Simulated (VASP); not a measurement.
A run of VASP 6.6.1 is set up as follows.

INCAR

```
PREC = Accurate ; ENCUT = 520
EDIFF = 1E-6 ; ISMEAR = 0
SIGMA = 0.1 ; LREAL = False
LASPH = True ; NELM = 80
ALGO = Normal ; ISIF = 2
LWAVE = False ; LCHARG = False
GGA = PE ; NBANDS = 46
```

KPOINTS

```
regular mesh
0
Gamma
  4 4 4
```

The input POSCAR:

```
SiGe5
1.0
    6.4696992296      0.0000000000      0.0000000000
    0.0000000000      6.4696992296      0.0000000000
    0.0000000000      0.0000000000      3.6157052365
Si Ge
1 5
Direct
    0.0000000000      0.0000000000      0.0000000000
    0.7941163840      0.7941163840      0.5000000000
    0.2058836160      0.2058836160      0.5000000000
    0.2058836160      0.7941163840      0.5000000000
    0.7941163840      0.2058836160      0.5000000000
    0.5000000000      0.5000000000      0.5000000000
```

Potentials or basis: VASP PAW PBE potentials, release 64 (Si, Ge_d).

Command:

```console
$ cat potpaw_PBE.64/Si/POTCAR potpaw_PBE.64/Ge_d/POTCAR > POTCAR
$ mpirun -np 1 vasp_std > vasp.out
```

Task: What does it give for the band gap on the k mesh?

Result: Zero (band 37 reaches 5.93 eV, above the bottom of band 38 at 2.50 eV).

Task: Estimate the pressure.

Result: 0.1 GPa.

Task: Estimate the largest force.

Result: 0.056 eV/Å.

Forces in eV/Å, atoms in the order of the input:
```
Si   0.000  0.000  0.000
Ge  -0.040 -0.040  0.000
Ge   0.040  0.040  0.000
Ge   0.040 -0.040  0.000
Ge  -0.040  0.040  0.000
Ge   0.000  0.000  0.000
```

Caveat: the k points lie up to 0.43 Å⁻¹ apart.
